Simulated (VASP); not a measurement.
# Fe (I4/mmm) in VASP: single point with PBEsol

Aim: the single point of Fe with PBEsol.

Program: VASP 6.6.1. These are calculated values, not measurements. Logs are shortened: lines on timing, memory, paths and dates and some standing lists are left out, and cuts for length are marked.

## Step 1: The cell of the first run

The structure is tetragonal, space group I4/mmm (No. 139). The conventional cell has a = 2.763 Å, b = 2.763 Å, c = 2.878 Å, α = 90.00°, β = 90.00°, γ = 90.00°. Within 3.2 Å of Fe (site symmetry 4/mmm) lie 14 Fe at 2.43 to 2.88 Å.

## Step 2: Single point, PBEsol, collinear spin, ferromagnetic start (strain -0.040 along x and y, +0.000 along z)

INCAR reads:

```
  ALGO = Normal
  EDIFF = 1E-6
  ENCUT = 520
  GGA = PS
  ISIF = 2
  ISMEAR = 0
  ISPIN = 2
  LASPH = True
  LCHARG = False
  LMAXMIX = 4
  LORBIT = 11
  LREAL = False
  LWAVE = False
  MAGMOM = 2.64
  NBANDS = 14
  NELM = 150
  PREC = Accurate
  SIGMA = 0.15
```

KPOINTS reads:

```
k-points
0
Gamma
  24 24 24
```

POSCAR reads:

```
Fe
1.0
   -1.3814400000      1.3814400000      1.4390000000
    1.3814400000     -1.3814400000      1.4390000000
    1.3814400000      1.3814400000     -1.4390000000
Fe
1
Direct
    0.0000000000      0.0000000000      0.0000000000
```

Potentials or basis: VASP PAW PBE potentials, release 64 (Fe).

The run is started by

```
$ cat potpaw_PBE.64/Fe/POTCAR > POTCAR
$ mpirun -np 1 vasp_std > vasp.out
```

OUTCAR:

```text
EDIFF = 1E-6
   ENCUT = 520
   GGA = PS
   ISIF = 2
   ISMEAR = 0
   ISPIN = 2
   LASPH = True
   LORBIT = 11
   LREAL = False
   NELM = 150
   PREC = Accurate

 ion  position               nearest neighbor table
   1  0.000  0.000  0.000-

  LATTYP: Found a body centered tetragonal cell.
 ALAT       =     2.7628800000
 C/A-ratio  =     1.0416666667

  Lattice vectors:

 A1 = (  -1.3814400000,   1.3814400000,   1.4390000000)
 A2 = (   1.3814400000,  -1.3814400000,   1.4390000000)
 A3 = (   1.3814400000,   1.3814400000,  -1.4390000000)

Analysis of symmetry for initial positions (statically):
=====================================================================
 Subroutine PRICEL returns:
 Original cell was already a primitive cell.

 Routine SETGRP: Setting up the symmetry group for a
 body centered tetragonal supercell.

 Subroutine GETGRP returns: Found 16 space group operations
 (whereof 16 operations were pure point group operations)
 out of a pool of 16 trial point group operations.

The static configuration has the point symmetry D_4h.

Analysis of symmetry for dynamics (positions and initial velocities):
=====================================================================
 Subroutine PRICEL returns:
 Original cell was already a primitive cell.

 Routine SETGRP: Setting up the symmetry group for a
 body centered tetragonal supercell.

 Subroutine GETGRP returns: Found 16 space group operations
 (whereof 16 operations were pure point group operations)
 out of a pool of 16 trial point group operations.

The dynamic configuration has the point symmetry D_4h.

Analysis of structural, dynamic, and magnetic symmetry:
=====================================================================
 Subroutine PRICEL returns:
 Original cell was already a primitive cell.

 Routine SETGRP: Setting up the symmetry group for a
 body centered tetragonal supercell.

 Subroutine GETGRP returns: Found 16 space group operations
 (whereof 16 operations were pure point group operations)
 out of a pool of 16 trial point group operations.

The overall configuration has the point symmetry D_4h.

 Subroutine INISYM returns: Found 16 space group operations
 (whereof 16 operations are pure point group operations),
 and found     1 'primitive' translations

----------------------------------------------------------------------------------------

                                     Primitive cell

  volume of cell :      10.9846

  direct lattice vectors                    reciprocal lattice vectors
    -1.381440000  1.381440000  1.439000000     0.000000000  0.361941163  0.347463516
     1.381440000 -1.381440000  1.439000000     0.361941163  0.000000000  0.347463516
     1.381440000  1.381440000 -1.439000000     0.361941163  0.361941163  0.000000000

  length of vectors
     2.426411743  2.426411743  2.426411743     0.501729310  0.501729310  0.511862101

  position of ions in fractional coordinates (direct lattice)
     0.000000000  0.000000000  0.000000000

  ion indices of the primitive-cell ions
   primitive index   ion index
                 1           1

----------------------------------------------------------------------------------------

 KPOINTS: k-points

Automatic generation of k-mesh.
 Grid dimensions read from file:
 generate k-points for:   24   24   24

 Generating k-lattice:

  Cartesian coordinates                     Fractional coordinates (reciprocal lattice)
     0.000000000  0.015080882  0.014477647     0.041666667  0.000000000  0.000000000
     0.015080882  0.000000000  0.014477647     0.000000000  0.041666667  0.000000000
     0.015080882  0.015080882  0.000000000     0.000000000  0.000000000  0.041666667

  Length of vectors
     0.020905388  0.020905388  0.021327588

  Shift w.r.t. Gamma in fractional coordinates (k-lattice)
     0.000000000  0.000000000  0.000000000

 Subroutine IBZKPT returns following result:
 ===========================================

 Found   1063 irreducible k-points:

 Following reciprocal coordinates:
            Coordinates               Weight
  0.000000  0.000000  0.000000      1.000000
  0.041667  0.000000  0.000000      8.000000
  0.083333  0.000000 -0.000000      8.000000
  0.125000  0.000000 -0.000000      8.000000
  0.166667  0.000000  0.000000      8.000000
  0.208333 -0.000000  0.000000      8.000000
[... 16 lines left out ...]
  0.416667  0.041667  0.000000     16.000000
  0.458333  0.041667  0.000000     16.000000
 [... further k-points ...]
   k-points           NKPTS =   1063   k-points in BZ     NKDIM =   1063   number of bands    NBANDS=     14
   number of dos      NEDOS =    301   number of ions     NIONS =      1
   total plane-waves  NPLWV =   5832
   dimension x,y,z NGX =    18 NGY =   18 NGZ =   18
   dimension x,y,z NGXF=    36 NGYF=   36 NGZF=   36
   ions per type =               1
   NGX,Y,Z   is equivalent  to a cutoff of  12.33, 12.33, 12.33 a.u.
   NGXF,Y,Z  is equivalent  to a cutoff of  24.67, 24.67, 24.67 a.u.
 SYSTEM =  unknown system
   PREC   = accura    normal or accurate (medium, high low for compatibility)
   ISTART =      0    job   : 0-new  1-cont  2-samecut
   ICHARG =      2    charge: 1-file 2-atom 10-const
   ISPIN  =      2    spin polarized calculation?
   LNONCOLLINEAR =      F non collinear calculations
   LSORBIT =      F    spin-orbit coupling
   LASPH  =      T    aspherical Exc in radial PAW
   ENCUT  =  520.0 eV  38.22 Ry    6.18 a.u.   4.51  4.51  4.51*2*pi/ulx,y,z
   NELM   =    150;   NELMIN=  2; NELMDL= -5     # of ELM steps
   EDIFF  = 0.1E-05   stopping-criterion for ELM
   LREAL  =      F    real-space projection
   EDIFFG = 0.1E-04   stopping-criterion for IOM
   NSW    =      0    number of steps for IOM
   IBRION =     -1    ionic relax: 0-MD 1-quasi-New 2-CG
   NFREE  =      0    steps in history (QN), initial steepest desc. (CG)
   ISIF   =      2    stress and relaxation
   ISYM   =      2    0-nonsym 1-usesym 2-fastsym
   POTIM  = 0.5000    time-step for ionic-motion
   TEBEG  =    0.0;   TEEND  =   0.0 temperature during run
   PSTRESS=    0.0 pullay stress
   NELECT =       8.0000    total number of electrons
   NUPDOWN=      -1.0000    fix difference up-down
   EMIN   =  10.00;   EMAX   =-10.00  energy-range for DOS
   EFERMI =   0.00;   METHOD = LEGACY
   ISMEAR =     0;   SIGMA  =   0.15  broadening in eV -4-tet -1-fermi 0-gaus
   EFERMI_NEDOS =   21; number of points for ismear=-14 and -15
   IALGO  =     38    algorithm
   IMIX   =      4    mixing-type and parameters
     AMIX     =   0.40;   BMIX     =  1.00
     AMIX_MAG =   1.60;   BMIX_MAG =  1.00
  volume/ion in A,a.u.               =      10.98        74.13
  Fermi-wavevector in a.u.,A,eV,Ry     =   1.472911  2.783398 29.517394  2.169467
  Thomas-Fermi vector in A             =   2.587868
   LORBIT       =     11    0 simple, 1 ext, 2 COOP (PROOUT), +10 PAW based schemes
   GGA     = PS    functional components
   LHFCALC =     F    Hartree Fock is set to
   AEXX    =    0.0000 exact exchange contribution
   IVDW    =     0    specifies the selected vdW correction
   LEPSILON=     F    determine dielectric tensor
   LRPA    =     F    only Hartree local field effects (RPA)
 spin polarized calculation
 Gauss-broadening in eV      SIGMA  =   0.15
  energy-cutoff  :      520.00
  volume of cell :       10.98
 maximum number of plane-waves:       321
   NGX =  9   NGY =  9   NGZ =  9

 number of electron       8.0000006 magnetization       2.1298151

 Free energy of the ion-electron system (eV)
  ---------------------------------------------------
  ext. energy  EPLUGINS =         0.00000000
  ---------------------------------------------------
  free energy    TOTEN  =        -8.91682449 eV

  energy without entropy =       -8.90525712  energy(sigma->0) =       -8.91104080

 E-fermi :   6.0481     XC(G=0): -13.4708

 val. band max:        6.0477271241   @ k =  -0.1667   0.0833  -0.0000
 cond. band min:       6.0489217328   @ k =  -0.3750   0.4583   0.2917
 fundamental gap:      0.0011946087
 Fermi energy:         6.0481461034

 spin component 1

 k-point     1 :       0.0000    0.0000    0.0000
  band No.  band energies     occupation
      1      -2.7027      1.00000
      2       3.5804      1.00000
      3       3.5804      1.00000
      4       3.8045      1.00000
      5       4.8580      1.00000
      6       5.0765      1.00000
      7      30.6798      0.00000
      8      31.5755      0.00000
      9      31.5755      0.00000
     10      36.3393      0.00000
     11      36.9045      0.00000
     12      38.6151      0.00000
     13      38.6151      0.00000
     14      38.6911      0.00000

 k-point     2 :       0.0417    0.0000    0.0000
  band No.  band energies     occupation
      1      -2.6294      1.00000
      2       3.5800      1.00000
      3       3.5888      1.00000
      4       3.8162      1.00000
      5       4.8433      1.00000
      6       5.0696      1.00000
      7      30.3873      0.00000
      8      31.2844      0.00000
      9      31.5279      0.00000
     10      36.2437      0.00000
     11      36.7735      0.00000
     12      37.6151      0.00000
     13      37.9862      0.00000
     14      39.5454      0.00000
[... 343 lines left out ...]
      1       0.9235      1.00000
      2       2.6467      1.00000
      3       4.8738      1.00000
      4       4.9601      1.00000
      5       5.6679      0.99983
      6       6.6630      0.00000
      7      14.4273      0.00000
      8      24.7748      0.00000
      9      27.0110      0.00000
     10      30.7125      0.00000
     11      34.5785      0.00000
     12      40.1999      0.00000
     13      43.1771      0.00000
     14      48.0937      0.00000

 k-point    24 :       0.4583    0.0417    0.0000
  band No.  band energies     occupation
      1       0.9301      1.00000
      2       2.6118      1.00000
      3       4.8614      1.00000
      4       5.0899      1.00000
      5       5.9368      0.85313
      6       6.9492      0.00000
      7      13.6353      0.00000
      8      24.6196      0.00000
      9      26.7858      0.00000
     10      30.6602      0.00000
     11      34.5802      0.00000
     12      40.0054      0.00000
     13      44.6841      0.00000
     14      46.9050      0.00000

 [... further k-points ...]

 spin component 2

 k-point     1 :       0.0000    0.0000    0.0000
  band No.  band energies     occupation
      1      -2.4381      1.00000
      2       5.4182      1.00000
      3       5.4182      1.00000
      4       5.7223      0.99894
      5       7.3941      0.00000
      6       7.7166      0.00000
      7      30.5919      0.00000
      8      31.5109      0.00000
      9      31.5109      0.00000
     10      36.7238      0.00000
     11      37.1518      0.00000
     12      39.3350      0.00000
     13      39.3350      0.00000
     14      39.7371      0.00000

 k-point     2 :       0.0417    0.0000    0.0000
  band No.  band energies     occupation
      1      -2.3645      1.00000
      2       5.4154      1.00000
      3       5.4271      1.00000
      4       5.7332      0.99851
      5       7.3751      0.00000
      6       7.7079      0.00000
      7      30.3607      0.00000
      8      31.2541      0.00000
      9      31.4886      0.00000
     10      36.6295      0.00000
     11      37.1412      0.00000
     12      38.3764      0.00000
     13      38.7870      0.00000
     14      40.3215      0.00000
[... 343 lines left out ...]
      1       2.1009      1.00000
      2       4.3477      1.00000
      3       6.0196      0.60597
      4       7.2879      0.00000
      5       7.8581      0.00000
      6       8.6186      0.00000
      7      15.6647      0.00000
      8      24.9852      0.00000
      9      27.6166      0.00000
     10      31.2726      0.00000
     11      35.2976      0.00000
     12      40.3816      0.00000
     13      43.5900      0.00000
     14      48.8537      0.00000

 k-point    24 :       0.4583    0.0417    0.0000
  band No.  band energies     occupation
      1       2.1793      1.00000
      2       4.3077      1.00000
      3       6.3310      0.00383
      4       7.2914      0.00000
      5       7.9045      0.00000
      6       8.7682      0.00000
      7      14.9844      0.00000
      8      24.8210      0.00000
      9      27.3810      0.00000
     10      31.2315      0.00000
     11      35.3127      0.00000
     12      40.1795      0.00000
     13      45.0388      0.00000
     14      47.6826      0.00000

 [... further k-points ...]

------------------------ aborting loop because EDIFF is reached ----------------------------------------

  FORCE on cell =-STRESS in cart. coord.  units (eV):
  Direction    XX          YY          ZZ          XY          YZ          ZX
  --------------------------------------------------------------------------------------
  -------------------------------------------------------------------------------------
  Total       -0.0977325     -0.0977325     -0.4616465      0.0000000      0.0000000     -0.0000000
  in kB      -14.2549228    -14.2549228    -67.3341380      0.0000000      0.0000000     -0.0000000
  external PRESSURE =     -31.9479945 kB  Pullay stress =       0.0000000 kB

 VOLUME and BASIS-vectors are now :
 -----------------------------------------------------------------------------
  energy-cutoff  :      520.00
  volume of cell :       10.98
      direct lattice vectors                 reciprocal lattice vectors
    -1.381440000  1.381440000  1.439000000     0.000000000  0.361941163  0.347463516
     1.381440000 -1.381440000  1.439000000     0.361941163  0.000000000  0.347463516
     1.381440000  1.381440000 -1.439000000     0.361941163  0.361941163  0.000000000

 POSITION                                       TOTAL-FORCE (eV/Angst)
 -----------------------------------------------------------------------------------
      0.00000      0.00000      0.00000        -0.000000     -0.000000      0.000000
 -----------------------------------------------------------------------------------
    total drift:                                0.000000     -0.000000      0.000000

  FREE ENERGIE OF THE ION-ELECTRON SYSTEM (eV)
  ---------------------------------------------------
  free  energy   TOTEN  =        -8.9168244892 eV

  energy  without entropy=       -8.9052571169  energy(sigma->0) =       -8.91104080

 total charge

# of ion       s       p       d       tot
------------------------------------------
    1        0.505   0.576   6.265   7.345

 magnetization (x)

# of ion       s       p       d       tot
------------------------------------------
    1       -0.013  -0.049   2.176   2.114
```

Run time: 2.7 min. Hardware: 1 thread of AMD EPYC 9R45 (Zen 5), shared host; peak memory 0.3 GiB.

What came out:

```
Free energy                                           : -8.9168 eV
Pressure                                              : -3.2 GPa
Net moment                                            : 2.13 μB per cell
Site moments                                          : Fe +2.11 μB
Valence electrons inside the program's atomic spheres : Fe 7.34
```

Stress tensor (GPa, compression positive):
```
-1.43  0.00  0.00
 0.00 -1.43  0.00
 0.00  0.00 -6.73
```

Levels at points of the mesh, in eV from the Fermi level:
Spin up:
```csv
k point,band 1,band 2,band 3,band 4,band 5,band 6,band 7,band 8,band 9,band 10
"(0.00, 0.00, 0.00)",-8.75,-2.47,-2.47,-2.24,-1.19,-0.97,24.63,25.53,25.53,30.29
"(0.50, 0.00, 0.00)",-5.16,-3.45,-1.18,-0.83,0.28,0.43,7.47,18.85,21.09,24.21
"(0.50, 0.50, 0.00)",-5.18,-3.74,-0.86,-0.76,0.48,0.63,7.90,17.97,19.77,23.30
"(0.50, 0.50, 0.50)",-5.13,-5.02,0.10,0.19,0.19,9.00,10.60,10.60,15.43,16.39
```
Spin down:
| k point | band 1 | band 2 | band 3 | band 4 | band 5 | band 6 |
| --- | --- | --- | --- | --- | --- | --- |
| (0.00, 0.00, 0.00) | -8.49 | -0.63 | -0.63 | -0.33 | 1.35 | 1.67 |
| (0.50, 0.00, 0.00) | -3.90 | -1.75 | 0.51 | 1.24 | 1.79 | 2.59 |
| (0.50, 0.50, 0.00) | -3.89 | -2.11 | 0.87 | 1.61 | 1.87 | 2.63 |
| (0.50, 0.50, 0.50) | -3.39 | -3.29 | 2.27 | 2.31 | 2.31 | 9.36 |

Caveat: the cell differs from its parent crystal (strain -0.040 along x and y, +0.000 along z); the stress differs along the axes, from -7 to -1 GPa; the PAW data sets were made with another functional, which shifts forces and pressure a little.
